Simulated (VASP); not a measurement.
**TiCo: electric field gradients with PBEsol**

Crystal: TiCo.

```xyz
2
Lattice="3.0447 0.0000 0.0000 0.0000 3.0447 0.0000 0.0000 0.0000 3.0447" Properties=species:S:1:pos:R:3 pbc="T T T"
Ti    0.0000    0.0000    0.0000
Co    1.5223    1.5223    1.5223
```

| Property | Result |
| --- | --- |
| Program | VASP 6.6.1 |
| Task | electric field gradients |
| Functional | PBEsol |
| Potentials or basis | VASP PAW PBE potentials, release 64 (Ti_sv, Co) |
| Cutoff | 520 eV |
| k mesh | 11 × 11 × 11 |
| Occupations | fermi-dirac, width 0.03 eV |
| Spin | collinear spin, ferrimagnetic start |
| Starting moments | [-1.0, 2.0] μB |
| Dipole correction | no |
| Further INCAR settings | ALGO = Normal; EDIFF = 1e-08; NBANDS = 22 |

```yaml
Pressure: -15.3 GPa
Net_moment: 0.90 μB per cell
Site_moments: Ti -0.07; Co +1.02 μB
Largest_electric_field_gradient_by_atom: zero within the noise of the run
Valence_electrons_inside_the_program's_atomic_spheres: Ti 10.21; Co 8.20
```

Levels at points of the mesh, in eV from the Fermi level:
Spin up:
| k point | band 8 | band 9 | band 10 | band 11 | band 12 | band 13 | band 14 | band 15 |
| --- | --- | --- | --- | --- | --- | --- | --- | --- |
| (0.00, 0.00, 0.00) | -1.78 | -1.78 | -1.78 | 0.46 | 0.46 | 2.53 | 2.53 | 2.53 |
Spin down:
| k point | band 7 | band 8 | band 9 | band 10 | band 11 | band 12 | band 13 | band 14 |
| --- | --- | --- | --- | --- | --- | --- | --- | --- |
| (0.00, 0.00, 0.00) | -3.19 | -1.13 | -1.13 | -1.13 | 0.99 | 0.99 | 2.60 | 2.60 |

It took 68 s on 1 thread of Intel Xeon 8259CL (shared host), peak memory 0.19 GiB.

Caveat: the cell stands under tension; the PAW data sets were made with another functional, which shifts forces and pressure a little.
